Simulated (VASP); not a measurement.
# Mo in VASP: further runs

The runs below take Mo through relaxation of cell and atoms, single point, with PBE.

Everything below comes from runs of VASP 6.6.1. Logs are shortened: lines on timing, memory, paths and dates and some standing lists are left out, and cuts for length are marked.

## Step 1: The cell of the first run

It takes space group Im-3m (No. 229, cubic). Conventional cell: a = 3.158 Å, b = 3.158 Å, c = 3.158 Å, α = 90.00°, β = 90.00°, γ = 90.00°. Within 3.6 Å of Mo (site symmetry m-3m) lie 14 Mo at 2.74 to 3.16 Å.

## Step 2: Relaxation of cell and atoms, PBE

INCAR reads:

```
  PREC = Accurate
  ENCUT = 600
  EDIFF = 1E-7
  ISMEAR = 0
  SIGMA = 0.1
  LREAL = F
  LASPH = T
  NELM = 60
  ALGO = Normal
  ISIF = 3
  LWAVE = F
  LCHARG = F
  GGA = PE
  IBRION = 2
  NSW = 90
  EDIFFG = -0.04
```

KPOINTS reads:

```
regular mesh
0
Gamma
  8 8 8
```

POSCAR reads:

```
Mo
1.0
   -1.5791775717      1.5791775717      1.5791775717
    1.5791775717     -1.5791775717      1.5791775717
    1.5791775717      1.5791775717     -1.5791775717
Mo
1
Direct
    0.0000000000      0.0000000000      0.0000000000
```

Potentials or basis: VASP PAW PBE potentials, release 64 (Mo_sv).

The run is started by

```sh
$ cat potpaw_PBE.64/Mo_sv/POTCAR > POTCAR
$ mpirun -np 1 vasp_std > vasp.out
```

OUTCAR:

```text
PREC = Accurate
   ENCUT = 600
   EDIFF = 1E-7
   ISMEAR = 0
   LREAL = F
   LASPH = T
   NELM = 60
   ISIF = 3
   GGA = PE
   IBRION = 2
   NSW = 90
   EDIFFG = -0.04

 ion  position               nearest neighbor table
   1  0.000  0.000  0.000-

  LATTYP: Found a body centered cubic cell.
 ALAT       =     3.1583551434

  Lattice vectors:

 A1 = (  -1.5791775717,   1.5791775717,   1.5791775717)
 A2 = (   1.5791775717,  -1.5791775717,   1.5791775717)
 A3 = (   1.5791775717,   1.5791775717,  -1.5791775717)

Analysis of symmetry for initial positions (statically):
=====================================================================
 Subroutine PRICEL returns:
 Original cell was already a primitive cell.

 Routine SETGRP: Setting up the symmetry group for a
 body centered cubic supercell.

 Subroutine GETGRP returns: Found 48 space group operations
 (whereof 48 operations were pure point group operations)
 out of a pool of 48 trial point group operations.

The static configuration has the point symmetry O_h .

Analysis of symmetry for dynamics (positions and initial velocities):
=====================================================================
 Subroutine PRICEL returns:
 Original cell was already a primitive cell.

 Routine SETGRP: Setting up the symmetry group for a
 body centered cubic supercell.

 Subroutine GETGRP returns: Found 48 space group operations
 (whereof 48 operations were pure point group operations)
 out of a pool of 48 trial point group operations.

The dynamic configuration has the point symmetry O_h .

 Subroutine INISYM returns: Found 48 space group operations
 (whereof 48 operations are pure point group operations),
 and found     1 'primitive' translations

----------------------------------------------------------------------------------------

                                     Primitive cell

  volume of cell :      15.7526

  direct lattice vectors                    reciprocal lattice vectors
    -1.579177572  1.579177572  1.579177572     0.000000000  0.316620505  0.316620505
     1.579177572 -1.579177572  1.579177572     0.316620505  0.000000000  0.316620505
     1.579177572  1.579177572 -1.579177572     0.316620505  0.316620505  0.000000000

  length of vectors
     2.735215788  2.735215788  2.735215788     0.447769012  0.447769012  0.447769012

  position of ions in fractional coordinates (direct lattice)
     0.000000000  0.000000000  0.000000000

  ion indices of the primitive-cell ions
   primitive index   ion index
                 1           1

----------------------------------------------------------------------------------------

 KPOINTS: regular mesh

Automatic generation of k-mesh.
 Grid dimensions read from file:
 generate k-points for:    8    8    8

 Generating k-lattice:

  Cartesian coordinates                     Fractional coordinates (reciprocal lattice)
     0.000000000  0.039577563  0.039577563     0.125000000  0.000000000  0.000000000
     0.039577563  0.000000000  0.039577563     0.000000000  0.125000000  0.000000000
     0.039577563  0.039577563  0.000000000     0.000000000  0.000000000  0.125000000

  Length of vectors
     0.055971127  0.055971127  0.055971127

  Shift w.r.t. Gamma in fractional coordinates (k-lattice)
     0.000000000  0.000000000  0.000000000

 Subroutine IBZKPT returns following result:
 ===========================================

 Found     29 irreducible k-points:

 Following reciprocal coordinates:
            Coordinates               Weight
  0.000000  0.000000  0.000000      1.000000
  0.125000  0.000000  0.000000     12.000000
  0.250000  0.000000  0.000000     12.000000
  0.375000  0.000000  0.000000     12.000000
  0.500000  0.000000  0.000000      6.000000
  0.125000  0.125000  0.000000     24.000000
[... 16 lines left out ...]
 -0.250000  0.250000  0.250000      6.000000
 -0.375000  0.375000  0.250000     24.000000
 [... further k-points ...]
   k-points           NKPTS =     29   k-points in BZ     NKDIM =     29   number of bands    NBANDS=     11
   number of dos      NEDOS =    301   number of ions     NIONS =      1
   total plane-waves  NPLWV =  13824
   dimension x,y,z NGX =    24 NGY =   24 NGZ =   24
   dimension x,y,z NGXF=    48 NGYF=   48 NGZF=   48
   ions per type =               1
   NGX,Y,Z   is equivalent  to a cutoff of  14.59, 14.59, 14.59 a.u.
   NGXF,Y,Z  is equivalent  to a cutoff of  29.17, 29.17, 29.17 a.u.
 SYSTEM =  unknown system
   PREC   = accura    normal or accurate (medium, high low for compatibility)
   ISTART =      0    job   : 0-new  1-cont  2-samecut
   ICHARG =      2    charge: 1-file 2-atom 10-const
   ISPIN  =      1    spin polarized calculation?
   LNONCOLLINEAR =      F non collinear calculations
   LSORBIT =      F    spin-orbit coupling
   LASPH  =      T    aspherical Exc in radial PAW
   ENCUT  =  600.0 eV  44.10 Ry    6.64 a.u.   5.46  5.46  5.46*2*pi/ulx,y,z
   NELM   =     60;   NELMIN=  2; NELMDL= -5     # of ELM steps
   EDIFF  = 0.1E-06   stopping-criterion for ELM
   LREAL  =      F    real-space projection
   EDIFFG = -.4E-01   stopping-criterion for IOM
   NSW    =     90    number of steps for IOM
   IBRION =      2    ionic relax: 0-MD 1-quasi-New 2-CG
   NFREE  =      1    steps in history (QN), initial steepest desc. (CG)
   ISIF   =      3    stress and relaxation
   ISYM   =      2    0-nonsym 1-usesym 2-fastsym
   POTIM  = 0.5000    time-step for ionic-motion
   TEBEG  =    0.0;   TEEND  =   0.0 temperature during run
   PSTRESS=    0.0 pullay stress
   NELECT =      14.0000    total number of electrons
   NUPDOWN=      -1.0000    fix difference up-down
   EMIN   =  10.00;   EMAX   =-10.00  energy-range for DOS
   EFERMI =   0.00;   METHOD = LEGACY
   ISMEAR =     0;   SIGMA  =   0.10  broadening in eV -4-tet -1-fermi 0-gaus
   EFERMI_NEDOS =   21; number of points for ismear=-14 and -15
   IALGO  =     38    algorithm
   IMIX   =      4    mixing-type and parameters
     AMIX     =   0.40;   BMIX     =  1.00
     AMIX_MAG =   1.60;   BMIX_MAG =  1.00
  volume/ion in A,a.u.               =      15.75       106.30
  Fermi-wavevector in a.u.,A,eV,Ry     =   1.573982  2.974395 33.707355  2.477421
  Thomas-Fermi vector in A             =   2.675185
   LORBIT       =      0    0 simple, 1 ext, 2 COOP (PROOUT), +10 PAW based schemes
   GGA     = PE    functional components
   LHFCALC =     F    Hartree Fock is set to
   AEXX    =    0.0000 exact exchange contribution
   IVDW    =     0    specifies the selected vdW correction
   LEPSILON=     F    determine dielectric tensor
   LRPA    =     F    only Hartree local field effects (RPA)
 conjugate gradient relaxation of ions
 non-spin polarized calculation
 Gauss-broadening in eV      SIGMA  =   0.10
  energy-cutoff  :      600.00
  volume of cell :       15.75
 maximum number of plane-waves:       543
 NGX is ok and might be reduce to    24

--------------------------------------- Ionic step        1  -------------------------------------------

 number of electron      14.0000002 magnetization

 Free energy of the ion-electron system (eV)
  ---------------------------------------------------
  ext. energy  EPLUGINS =         0.00000000
  ---------------------------------------------------
  free energy    TOTEN  =       -10.91484759 eV

  energy without entropy =      -10.91054339  energy(sigma->0) =      -10.91269549

------------------------ aborting loop because EDIFF is reached ----------------------------------------

  FORCE on cell =-STRESS in cart. coord.  units (eV):
  Direction    XX          YY          ZZ          XY          YZ          ZX
  --------------------------------------------------------------------------------------
  -------------------------------------------------------------------------------------
  Total        0.1574270      0.1574270      0.1574270      0.0000000      0.0000000     -0.0000000
  in kB       16.0116830     16.0116830     16.0116830      0.0000000      0.0000000     -0.0000000
  external PRESSURE =      16.0116830 kB  Pullay stress =       0.0000000 kB
[... 55 lines left out ...]
  energy  without entropy=      -10.9077227367  energy(sigma->0) =      -10.90982189

--------------------------------------- Ionic step        3  -------------------------------------------

 number of electron      14.0000002 magnetization

 Free energy of the ion-electron system (eV)
  ---------------------------------------------------
  ext. energy  EPLUGINS =         0.00000000
  ---------------------------------------------------
  free energy    TOTEN  =       -10.91532996 eV

  energy without entropy =      -10.91107827  energy(sigma->0) =      -10.91320412

 E-fermi :  12.2457     XC(G=0): -13.3137

 val. band max:       12.2409111909   @ k =  -0.2500   0.2500   0.1250
 cond. band min:      12.3448985338   @ k =   0.3750   0.0000   0.0000
 fundamental gap:      0.1039873429
 Fermi energy:        12.2457216127

 k-point     1 :       0.0000    0.0000    0.0000
  band No.  band energies     occupation
      1     -48.9200      2.00000
      2     -22.2176      2.00000
      3     -22.2176      2.00000
      4     -22.2176      2.00000
      5       5.1811      2.00000
      6      11.0269      2.00000
      7      11.0269      2.00000
      8      11.0269      2.00000
      9      14.0013      0.00000
     10      14.0013      0.00000
     11      27.1812      0.00000
[... 309 lines left out ...]
 k-point    24 :      -0.3750    0.3750    0.2500
  band No.  band energies     occupation
      1     -48.6142      2.00000
      2     -23.2123      2.00000
      3     -22.8333      2.00000
      4     -22.7112      2.00000
      5       8.4999      2.00000
      6       9.0510      2.00000
      7      11.7502      2.00000
      8      12.5706      0.00000
      9      15.1952      0.00000
     10      17.2731      0.00000
     11      26.0002      0.00000

 [... further k-points ...]

------------------------ aborting loop because EDIFF is reached ----------------------------------------

  FORCE on cell =-STRESS in cart. coord.  units (eV):
  Direction    XX          YY          ZZ          XY          YZ          ZX
  --------------------------------------------------------------------------------------
  -------------------------------------------------------------------------------------
  Total       -0.0002591     -0.0002591     -0.0002591     -0.0000000     -0.0000000      0.0000000
  in kB       -0.0261871     -0.0261871     -0.0261871     -0.0000000     -0.0000000      0.0000000
  external PRESSURE =      -0.0261871 kB  Pullay stress =       0.0000000 kB
[... 16 lines left out ...]
  FREE ENERGIE OF THE ION-ELECTRON SYSTEM (eV)
  ---------------------------------------------------
  free  energy   TOTEN  =       -10.9153299623 eV

  energy  without entropy=      -10.9110782678  energy(sigma->0) =      -10.91320412

 reached required accuracy - stopping structural energy minimisation
```

It took 12 s on 1 thread of Intel Xeon 6975P-C, shared host; peak memory 0.15 GiB.

What came out:

| Quantity | Value |
| --- | --- |
| Free energy | -10.9153 eV |
| Relaxed volume | 15.85 Å³/atom |
| Relaxed cell | a = 2.741 Å, b = 2.741 Å, c = 2.741 Å, α = 109.47°, β = 109.47°, γ = 109.47° |
| Space group after relaxing (to 0.05 Å) | Im-3m (No. 229) |
| Energy gained by relaxing | 0.5 meV/atom |
| Ionic steps | 3 |
| Pressure after relaxing | 0.0 GPa |
| Band gap on the k mesh | zero (band 7 reaches 16.26 eV, above the bottom of band 8 at 11.03 eV) |

The path:
```
step  energy change (eV)  largest force (eV/Å)  pressure (GPa)  volume (Å³)
   1              0.0000                0.0000            1.60        15.75
   2              0.0029                0.0000           -4.07        16.11
   3             -0.0005                0.0000            0.00        15.85
```

Final structure:
```
CELL_PARAMETERS angstrom
-1.58245 1.58245 1.58245
1.58245 -1.58245 1.58245
1.58245 1.58245 -1.58245
ATOMIC_POSITIONS crystal
Mo 0.00000 0.00000 0.00000
```

## Step 3: Single point, PBE, collinear spin, ferromagnetic start

This run uses another cell than the first one, of 15.83 Å³/atom, 1.005 times its volume.

INCAR reads:

```
SYSTEM = Mo
ALGO = Normal
EDIFF = 1E-6
ENCUT = 520
GGA = PE
ISIF = 2
ISMEAR = 0
ISPIN = 2
LASPH = .TRUE.
LCHARG = .FALSE.
LMAXMIX = 4
LORBIT = 11
LREAL = .FALSE.
LWAVE = .FALSE.
MAGMOM = 1
NBANDS = 17
NELM = 150
PREC = Accurate
SIGMA = 0.1
```

KPOINTS reads:

```
k-points
0
G
  8 8 8
  0 0 0
```

POSCAR reads:

```
Mo
1.0
   -1.5816719089      1.5816719089      1.5816719089
    1.5816719089     -1.5816719089      1.5816719089
    1.5816719089      1.5816719089     -1.5816719089
Mo
1
Direct
    0.0000000000      0.0000000000      0.0000000000
```

Potentials or basis: VASP PAW PBE potentials, release 64 (Mo_sv).

The run is started by

```sh
$ cat potpaw_PBE.64/Mo_sv/POTCAR > POTCAR
$ mpirun -np 1 vasp_std > vasp.out
```

Wall time 12 s (1 thread of Intel Xeon 6975P-C, shared host); peak memory 0.14 GiB.

The run converged. Its results:

```
Free energy                                           : -10.9153 eV
Pressure                                              : 0.5 GPa
Band gap on the k mesh                                : zero (filled and empty bands overlap)
Net moment                                            : 0.00 μB per cell
Valence electrons inside the program's atomic spheres : Mo 12.47
```

Levels at points of the mesh, in eV from the Fermi level:
Spin up:
| k point | band 5 | band 6 | band 7 | band 8 | band 9 | band 10 |
| --- | --- | --- | --- | --- | --- | --- |
| (0.00, 0.00, 0.00) | -7.07 | -1.22 | -1.22 | -1.22 | 1.76 | 1.76 |
| (0.50, 0.00, 0.00) | -5.13 | -3.22 | 1.70 | 1.78 | 2.40 | 4.77 |
| (0.50, 0.50, 0.50) | -5.22 | -5.22 | 4.03 | 4.03 | 4.03 | 9.09 |
Spin down:
```
           k point  band 3  band 4  band 5  band 6  band 7  band 8  band 9  band 10  band 11  band 12
(0.00, 0.00, 0.00)  -34.46  -34.46   -7.07   -1.22   -1.22   -1.22    1.76     1.76    14.94    14.94
(0.50, 0.00, 0.00)  -34.89  -34.47   -5.13   -3.22    1.70    1.78    2.40     4.77    11.57    12.06
(0.50, 0.50, 0.50)  -35.39  -35.39   -5.22   -5.22    4.03    4.03    4.03     9.09     9.09     9.09
```

## Step 4: Single point, PBE

This run uses another cell than the first one: it holds 2 atoms, not 1.

INCAR reads:

```
PREC = Accurate ; ENCUT = 520
EDIFF = 1E-6 ; ISMEAR = 0
SIGMA = 0.1 ; LREAL = False
LASPH = True ; NELM = 100
ALGO = Fast ; ISIF = 2
LWAVE = False ; LCHARG = False
GGA = PE ; NBANDS = 21
```

KPOINTS reads:

```
Automatic mesh
0
Gamma
  6 6 4
```

POSCAR reads:

```
Mo
1.0
    3.1586619051      0.0000000000      0.0000000000
    0.0000000000      3.1594643093      0.0000000000
    0.0000000000      0.0000000000      3.1569392160
Mo
2
Direct
    0.0000000000      0.0000000000      0.7500577887
    0.5000000000      0.5000000000      0.2499422113
```

The run is started by

```sh
$ cat potpaw_PBE.64/Mo_sv/POTCAR > POTCAR
$ mpirun -np 1 vasp_std > vasp.out
```

It took 15 s on 1 thread of Intel Xeon 6975P-C, shared host; peak memory 0.15 GiB.

Results (log left out):

```
Free energy            : -21.9106 eV
Pressure               : 0.6 GPa
Band gap on the k mesh : zero (band 14 reaches 14.07 eV, above the bottom of band 15 at 11.86 eV)
```

Levels at points of the mesh, in eV from the Fermi level:
```csv
k point,band 12,band 13,band 14,band 15,band 16,band 17
"(0.00, 0.00, 0.00)",-1.49,-1.48,-1.47,1.51,1.52,3.80
"(0.50, 0.00, 0.00)",-2.77,-0.75,-0.75,-0.74,-0.74,0.73
"(0.00, 0.50, 0.00)",-2.77,-0.75,-0.75,-0.74,-0.74,0.74
"(0.50, 0.50, 0.00)",-3.49,1.46,1.46,1.53,1.53,2.16
"(0.00, 0.00, 0.50)",-2.76,-0.75,-0.75,-0.75,-0.75,0.72
"(0.50, 0.00, 0.50)",-3.50,1.47,1.47,1.55,1.55,2.17
"(0.00, 0.50, 0.50)",-3.50,1.46,1.46,1.54,1.54,2.17
"(0.50, 0.50, 0.50)",-2.74,-2.73,-2.73,2.28,2.28,2.29
```

Caveat: the k points lie up to 0.50 Å⁻¹ apart.

## Step 5: Single point, PBE (volume scaled by 0.88)

INCAR reads:

```
PREC = Accurate
ENCUT = 520
EDIFF = 1E-6
ISMEAR = 0
SIGMA = 0.1
LREAL = F
LASPH = T
NELM = 100
ALGO = Fast
ISIF = 2
LWAVE = F
LCHARG = F
GGA = PE
NBANDS = 13
```

KPOINTS reads:

```
Automatic mesh
0
Gamma
  24 24 24
```

POSCAR reads:

```
Mo
1.0
   -1.5144962270      1.5144962270      1.5144962270
    1.5144962270     -1.5144962270      1.5144962270
    1.5144962270      1.5144962270     -1.5144962270
Mo
1
Direct
    0.0000000000      0.0000000000      0.0000000000
```

The run is started by

```sh
$ cat potpaw_PBE.64/Mo_sv/POTCAR > POTCAR
$ mpirun -np 1 vasp_std > vasp.out
```

Wall time 37 s (1 thread of Intel Xeon 6975P-C, shared host); peak memory 0.18 GiB.

Results (log left out):

```
Free energy            : -10.6982 eV
Pressure               : 44.3 GPa
Band gap on the k mesh : zero (band 7 reaches 19.28 eV, above the bottom of band 8 at 12.97 eV)
```

Levels at points of the mesh, in eV from the Fermi level:
```
           k point  band 5  band 6  band 7  band 8  band 9  band 10
(0.00, 0.00, 0.00)   -7.64   -1.68   -1.68   -1.68    1.80     1.80
(0.50, 0.00, 0.00)   -6.14   -4.08    1.91    2.10    2.65     5.56
(0.50, 0.50, 0.50)   -6.49   -6.49    4.62    4.62    4.62     9.98
```

Caveat: the cell differs from its parent crystal (volume scaled by 0.88).

[end of part 1 of 2]
